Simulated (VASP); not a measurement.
Set up this calculation in VASP 6.6.1, as the native input.

```
Task                   : single point
Functional             : PBE
Potentials or basis    : VASP PAW PBE potentials, release 64 (I)
Cutoff                 : 520 eV
k mesh                 : 6 × 6 × 2
Occupations            : gaussian, width 0.05 eV
Spin                   : no spin polarisation
Dipole correction      : no
Further INCAR settings : ALGO = Normal; EDIFF = 1e-06; NBANDS = 22
```

The structure of I lies in POSCAR:

```
I
1.0
    4.4729822568     -2.3106150979      0.0000000000
    4.4729822568      2.3106150979      0.0000000000
    0.0000000000      0.0000000000      9.8409853673
I
4
Direct
    0.8412849607      0.1587150393      0.1218888797
    0.1587150393      0.8412849607      0.8781111203
    0.3412849607      0.6587150393      0.3781111203
    0.6587150393      0.3412849607      0.6218888797
```

The input as run:

INCAR

```
  PREC = Accurate
  ENCUT = 520
  EDIFF = 1E-6
  ISMEAR = 0
  SIGMA = 0.05
  LREAL = F
  LASPH = T
  NELM = 80
  ALGO = Normal
  ISIF = 2
  LWAVE = F
  LCHARG = T
  GGA = PE
  LELF = T
  LVHAR = T
  NBANDS = 22
```

KPOINTS

```
regular mesh
0
Gamma
  6 6 2
```

Potentials or basis: VASP PAW PBE potentials, release 64 (I).

Launch:

```sh
$ cat potpaw_PBE.64/I/POTCAR > POTCAR
$ mpirun -np 1 vasp_std > vasp.out
```

It gave:

```json
{"Pressure": "0.0 GPa", "Largest force": "0.020 eV/Å", "Band gap on the k mesh": "1.05 eV (least direct gap 1.07 eV)"}
```

Caveat: spin-orbit coupling is left out, which moves the levels of the heavy elements.

It took 2.7 min on 1 thread of Intel Xeon 8259CL, on a shared host, peak memory 0.37 GiB.
